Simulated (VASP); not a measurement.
# TiB (F-43m) in VASP: further runs

TiB is run at these levels: LDA; tasks: electric field gradients.

Program: VASP 6.6.1. These are calculated values, not measurements. Logs are shortened: lines on timing, memory, paths and dates and some standing lists are left out, and cuts for length are marked.

### Step 1. The cell of the first run

The structure is cubic, space group F-43m (No. 216). The conventional cell has a = 4.188 Å, b = 4.188 Å, c = 4.188 Å, α = 90.00°, β = 90.00°, γ = 90.00°. Within 2.4 Å of Ti (site symmetry -43m) lie 4 B at 1.81 Å. Within 2.4 Å of B (site symmetry -43m) lie 4 Ti at 1.81 Å.

### Step 2. Electric field gradients, LDA (volume scaled by 0.99)

File INCAR:

```
PREC = Accurate
ENCUT = 520
EDIFF = 1E-8
ISMEAR = -1
SIGMA = 0.05
LREAL = F
LASPH = T
NELM = 60
ALGO = Normal
ISIF = 2
LWAVE = F
LCHARG = F
LEFG = T
NBANDS = 14
```

File KPOINTS:

```
Automatic mesh
0
Gamma
  13 13 13
```

File POSCAR:

```
TiB
1.0
    0.0000000000      2.0939731917      2.0939731917
    2.0939731917      0.0000000000      2.0939731917
    2.0939731917      2.0939731917      0.0000000000
Ti B
1 1
Direct
    0.7500000000      0.7500000000      0.7500000000
    0.0000000000      0.0000000000      0.0000000000
```

Potentials or basis: VASP PAW LDA potentials, release 64 (Ti_sv, B).

Started as:

```
$ cat potpaw_LDA.64/Ti_sv/POTCAR potpaw_LDA.64/B/POTCAR > POTCAR
$ mpirun -np 1 vasp_std > vasp.out
```

OUTCAR:

```text
PREC = Accurate
   ENCUT = 520
   EDIFF = 1E-8
   ISMEAR = -1
   LREAL = F
   LASPH = T
   NELM = 60
   ISIF = 2

 ion  position               nearest neighbor table
   1  0.750  0.750  0.750-   2 1.81   2 1.81   2 1.81   2 1.81
   2  0.000  0.000  0.000-   1 1.81   1 1.81   1 1.81   1 1.81

  LATTYP: Found a face centered cubic cell.
 ALAT       =     4.1879463834

  Lattice vectors:

 A1 = (   0.0000000000,   2.0939731917,   2.0939731917)
 A2 = (   2.0939731917,   0.0000000000,   2.0939731917)
 A3 = (   2.0939731917,   2.0939731917,   0.0000000000)

Analysis of symmetry for initial positions (statically):
=====================================================================
 Subroutine PRICEL returns:
 Original cell was already a primitive cell.

 Routine SETGRP: Setting up the symmetry group for a
 face centered cubic supercell.

 Subroutine GETGRP returns: Found 24 space group operations
 (whereof 24 operations were pure point group operations)
 out of a pool of 48 trial point group operations.

The static configuration has the point symmetry T_d .

Analysis of symmetry for dynamics (positions and initial velocities):
=====================================================================
 Subroutine PRICEL returns:
 Original cell was already a primitive cell.

 Routine SETGRP: Setting up the symmetry group for a
 face centered cubic supercell.

 Subroutine GETGRP returns: Found 24 space group operations
 (whereof 24 operations were pure point group operations)
 out of a pool of 48 trial point group operations.

The dynamic configuration has the point symmetry T_d .

 Subroutine INISYM returns: Found 24 space group operations
 (whereof 24 operations are pure point group operations),
 and found     1 'primitive' translations

----------------------------------------------------------------------------------------

                                     Primitive cell

  volume of cell :      18.3630

  direct lattice vectors                    reciprocal lattice vectors
     0.000000000  2.093973192  2.093973192    -0.238780516  0.238780516  0.238780516
     2.093973192  0.000000000  2.093973192     0.238780516 -0.238780516  0.238780516
     2.093973192  2.093973192  0.000000000     0.238780516  0.238780516 -0.238780516

  length of vectors
     2.961325287  2.961325287  2.961325287     0.413579986  0.413579986  0.413579986

[... 133 lines left out ...]
 Fermi energy:         9.2687944334

 k-point     1 :       0.0000    0.0000    0.0000
  band No.  band energies     occupation
      1     -44.8884      2.00000
      2     -21.3458      2.00000
      3     -21.3458      2.00000
      4     -21.3458      2.00000
      5       0.4258      2.00000
      6       7.3336      2.00000
      7       7.3336      2.00000
      8       7.3336      2.00000
      9      12.5383      0.00000
     10      12.5383      0.00000
     11      21.7811      0.00000
     12      22.1238      0.00000
     13      22.1238      0.00000
     14      22.1238      0.00000
[... 377 lines left out ...]
      1     -44.7582      2.00000
      2     -22.0689      2.00000
      3     -21.5557      2.00000
      4     -21.5146      2.00000
      5       3.9879      2.00000
      6       6.5281      2.00000
      7       8.0214      2.00000
      8       8.5483      2.00000
      9      12.6293      0.00000
     10      13.5695      0.00000
     11      15.3755      0.00000
     12      18.9440      0.00000
     13      19.9744      0.00000
     14      22.9562      0.00000

 [... further k-points ...]

------------------------ aborting loop because EDIFF is reached ----------------------------------------

  FORCE on cell =-STRESS in cart. coord.  units (eV):
  Direction    XX          YY          ZZ          XY          YZ          ZX
  --------------------------------------------------------------------------------------
  -------------------------------------------------------------------------------------
  Total       12.5793133     12.5793133     12.5793133      0.0000000     -0.0000000      0.0000000
  in kB     1097.5496308   1097.5496308   1097.5496308      0.0000000     -0.0000000      0.0000000
  external PRESSURE =    1097.5496308 kB  Pullay stress =       0.0000000 kB

 VOLUME and BASIS-vectors are now :
 -----------------------------------------------------------------------------
  energy-cutoff  :      520.00
  volume of cell :       18.36
      direct lattice vectors                 reciprocal lattice vectors
     0.000000000  2.093973192  2.093973192    -0.238780516  0.238780516  0.238780516
     2.093973192  0.000000000  2.093973192     0.238780516 -0.238780516  0.238780516
     2.093973192  2.093973192  0.000000000     0.238780516  0.238780516 -0.238780516

 POSITION                                       TOTAL-FORCE (eV/Angst)
 -----------------------------------------------------------------------------------
      3.14096      3.14096      3.14096         0.000000      0.000000      0.000000
      0.00000      0.00000      0.00000        -0.000000     -0.000000     -0.000000
 -----------------------------------------------------------------------------------
    total drift:                                0.000001      0.000001      0.000001

  FREE ENERGIE OF THE ION-ELECTRON SYSTEM (eV)
  ---------------------------------------------------
  free  energy   TOTEN  =       -11.8880888311 eV

  energy  without entropy=      -11.8808141213  energy(sigma->0) =      -11.88445148

 Electric field gradients (V/A^2)
---------------------------------------------------------------------
 ion       V_xx      V_yy      V_zz      V_xy      V_xz      V_yz
---------------------------------------------------------------------
   1      -0.000    -0.000    -0.000     0.001     0.001     0.001
   2       0.000    -0.000     0.000    -0.000    -0.000    -0.000
---------------------------------------------------------------------

 Electric field gradients after diagonalization (V/A^2)
 (convention: |V_zz| > |V_xx| > |V_yy|)
----------------------------------------------------------------------
 ion       V_xx      V_yy      V_zz     asymmetry (V_yy - V_xx)/ V_zz
----------------------------------------------------------------------
   1      -0.001    -0.001     0.002       0.000
   2       0.000     0.000    -0.000       0.000
----------------------------------------------------------------------

           NMR quadrupolar parameters

 Cq : quadrupolar parameter    Cq=e*Q*V_zz/h
 eta: asymmetry parameters     (V_yy - V_xx)/ V_zz
 Q  : nuclear electric quadrupole moment in mb (millibarn)
----------------------------------------------------------------------
 ion       Cq(MHz)       eta       Q (mb)
----------------------------------------------------------------------
   1       0.000       0.000       1.000
   2      -0.000       0.000       1.000
----------------------------------------------------------------------
```

It took 13 s on 1 thread of Intel Xeon Platinum 8375C at 2.90GHz (Ice Lake), shared host; peak memory 0.14 GiB.

Results:

- Free energy: -11.8881 eV
- Pressure: 109.8 GPa

Caveat: without QUAD_EFG the Cq values of the log hold for a quadrupole moment of 1 mb, not for the nuclei.

### Step 3. Electric field gradients, LDA (volume scaled by 0.99)

File INCAR:

```
SYSTEM = TiB
ALGO     = Normal         ! electronic algorithm
EDIFF    = 1E-8           ! SCF threshold, eV
ENCUT    = 520            ! plane-wave cutoff, eV
GGA      = CA             ! functional
ISIF     = 2              ! what is computed and relaxed
ISMEAR   = -1             ! smearing method
LASPH    = .TRUE.         ! aspherical terms in the spheres
LCHARG   = .FALSE.        ! write CHGCAR
LEFG     = .TRUE.       
LREAL    = .FALSE.        ! projectors in reciprocal space
LWAVE    = .FALSE.        ! write WAVECAR
NBANDS   = 14             ! bands
NELM     = 80             ! most SCF steps
PREC     = Accurate       ! precision mode
SIGMA    = 0.05           ! smearing width, eV
```

File KPOINTS:

```
k-points
0
G
  13 13 13
  0 0 0
```

POSCAR is that of step 2.

Potentials or basis: VASP PAW LDA potentials, release 64 (Ti_sv, B).

Started as:

```
$ cat potpaw_LDA.64/Ti_sv/POTCAR potpaw_LDA.64/B/POTCAR > POTCAR
$ mpirun -np 1 vasp_std > vasp.out
```

OUTCAR:

```text
SYSTEM = TiB
   EDIFF = 1E-8
   ENCUT = 520
   GGA = CA
   ISIF = 2
   ISMEAR = -1
   LASPH = .TRUE.
   LREAL = .FALSE.
   NELM = 80
   PREC = Accurate

 ion  position               nearest neighbor table
   1  0.750  0.750  0.750-   2 1.81   2 1.81   2 1.81   2 1.81
   2  0.000  0.000  0.000-   1 1.81   1 1.81   1 1.81   1 1.81

  LATTYP: Found a face centered cubic cell.
 ALAT       =     4.1879463834

  Lattice vectors:

 A1 = (   0.0000000000,   2.0939731917,   2.0939731917)
 A2 = (   2.0939731917,   0.0000000000,   2.0939731917)
 A3 = (   2.0939731917,   2.0939731917,   0.0000000000)

Analysis of symmetry for initial positions (statically):
=====================================================================
 Subroutine PRICEL returns:
 Original cell was already a primitive cell.

 Routine SETGRP: Setting up the symmetry group for a
 face centered cubic supercell.

 Subroutine GETGRP returns: Found 24 space group operations
 (whereof 24 operations were pure point group operations)
 out of a pool of 48 trial point group operations.

The static configuration has the point symmetry T_d .

Analysis of symmetry for dynamics (positions and initial velocities):
=====================================================================
 Subroutine PRICEL returns:
 Original cell was already a primitive cell.

 Routine SETGRP: Setting up the symmetry group for a
 face centered cubic supercell.

 Subroutine GETGRP returns: Found 24 space group operations
 (whereof 24 operations were pure point group operations)
 out of a pool of 48 trial point group operations.

The dynamic configuration has the point symmetry T_d .

[... 551 lines left out ...]
      6       6.5281      2.00000
      7       8.0214      2.00000
      8       8.5483      2.00000
      9      12.6293      0.00000
     10      13.5695      0.00000
     11      15.3755      0.00000
     12      18.9440      0.00000
     13      19.9744      0.00000
     14      22.9562      0.00000

 [... further k-points ...]

------------------------ aborting loop because EDIFF is reached ----------------------------------------

  FORCE on cell =-STRESS in cart. coord.  units (eV):
  Direction    XX          YY          ZZ          XY          YZ          ZX
  --------------------------------------------------------------------------------------
  -------------------------------------------------------------------------------------
  Total       12.5793133     12.5793133     12.5793133      0.0000000     -0.0000000      0.0000000
  in kB     1097.5496308   1097.5496308   1097.5496308      0.0000000     -0.0000000      0.0000000
  external PRESSURE =    1097.5496308 kB  Pullay stress =       0.0000000 kB

 VOLUME and BASIS-vectors are now :
 -----------------------------------------------------------------------------
  energy-cutoff  :      520.00
  volume of cell :       18.36
      direct lattice vectors                 reciprocal lattice vectors
     0.000000000  2.093973192  2.093973192    -0.238780516  0.238780516  0.238780516
     2.093973192  0.000000000  2.093973192     0.238780516 -0.238780516  0.238780516
     2.093973192  2.093973192  0.000000000     0.238780516  0.238780516 -0.238780516

 POSITION                                       TOTAL-FORCE (eV/Angst)
 -----------------------------------------------------------------------------------
      3.14096      3.14096      3.14096         0.000000      0.000000      0.000000
      0.00000      0.00000      0.00000        -0.000000     -0.000000     -0.000000
 -----------------------------------------------------------------------------------
    total drift:                                0.000001      0.000001      0.000001

  FREE ENERGIE OF THE ION-ELECTRON SYSTEM (eV)
  ---------------------------------------------------
  free  energy   TOTEN  =       -11.8880888311 eV

  energy  without entropy=      -11.8808141213  energy(sigma->0) =      -11.88445148

 Electric field gradients (V/A^2)
---------------------------------------------------------------------
 ion       V_xx      V_yy      V_zz      V_xy      V_xz      V_yz
---------------------------------------------------------------------
   1      -0.000    -0.000    -0.000     0.001     0.001     0.001
   2       0.000    -0.000     0.000    -0.000    -0.000    -0.000
---------------------------------------------------------------------

 Electric field gradients after diagonalization (V/A^2)
 (convention: |V_zz| > |V_xx| > |V_yy|)
----------------------------------------------------------------------
 ion       V_xx      V_yy      V_zz     asymmetry (V_yy - V_xx)/ V_zz
----------------------------------------------------------------------
   1      -0.001    -0.001     0.002       0.000
   2       0.000     0.000    -0.000       0.000
----------------------------------------------------------------------

           NMR quadrupolar parameters

 Cq : quadrupolar parameter    Cq=e*Q*V_zz/h
 eta: asymmetry parameters     (V_yy - V_xx)/ V_zz
 Q  : nuclear electric quadrupole moment in mb (millibarn)
----------------------------------------------------------------------
 ion       Cq(MHz)       eta       Q (mb)
----------------------------------------------------------------------
   1       0.000       0.000       1.000
   2      -0.000       0.000       1.000
----------------------------------------------------------------------
```

OSZICAR:

```text
N       E                     dE             d eps       ncg     rms          rms(c)
DAV:   1     0.122139774973E+03    0.12214E+03   -0.79380E+03  2360   0.131E+03
DAV:   2    -0.509736928826E+01   -0.12724E+03   -0.12053E+03  2442   0.338E+02
DAV:   3    -0.141289444989E+02   -0.90316E+01   -0.87581E+01  3340   0.849E+01
DAV:   4    -0.146978324939E+02   -0.56889E+00   -0.56738E+00  2894   0.158E+01
DAV:   5    -0.147065687144E+02   -0.87362E-02   -0.87359E-02  3034   0.193E+00    0.244E+01
DAV:   6    -0.117809737182E+02    0.29256E+01   -0.62704E+00  3280   0.396E+01    0.580E+00
DAV:   7    -0.118280120292E+02   -0.47038E-01   -0.79595E-01  2376   0.986E+00    0.509E+00
DAV:   8    -0.118809524099E+02   -0.52940E-01   -0.13286E-01  3482   0.299E+00    0.114E+00
DAV:   9    -0.118882513338E+02   -0.72989E-02   -0.14003E-02  2364   0.108E+00    0.239E-01
DAV:  10    -0.118881400858E+02    0.11125E-03   -0.24292E-03  2888   0.492E-01    0.187E-01
DAV:  11    -0.118880626681E+02    0.77418E-04   -0.59776E-04  2394   0.256E-01    0.975E-02
DAV:  12    -0.118880878597E+02   -0.25192E-04   -0.11152E-04  2760   0.112E-01    0.359E-03
DAV:  13    -0.118880885085E+02   -0.64875E-06   -0.10315E-05  2570   0.240E-02    0.492E-03
DAV:  14    -0.118880888250E+02   -0.31648E-06   -0.12145E-06  2520   0.847E-03    0.172E-03
DAV:  15    -0.118880888311E+02   -0.61725E-08   -0.76436E-08  2654   0.270E-03
   1 F= -.11888089E+02 E0= -.11884451E+02  d E =-.727471E-02
```

Wall time 13 s (1 thread of Intel Xeon Platinum 8375C at 2.90GHz (Ice Lake), shared host); peak memory 0.14 GiB.

Results:

* Free energy: -11.8881 eV
* Pressure: 109.8 GPa

Caveat: without QUAD_EFG the Cq values of the log hold for a quadrupole moment of 1 mb, not for the nuclei.

(Part 1 of 3 ends here.)
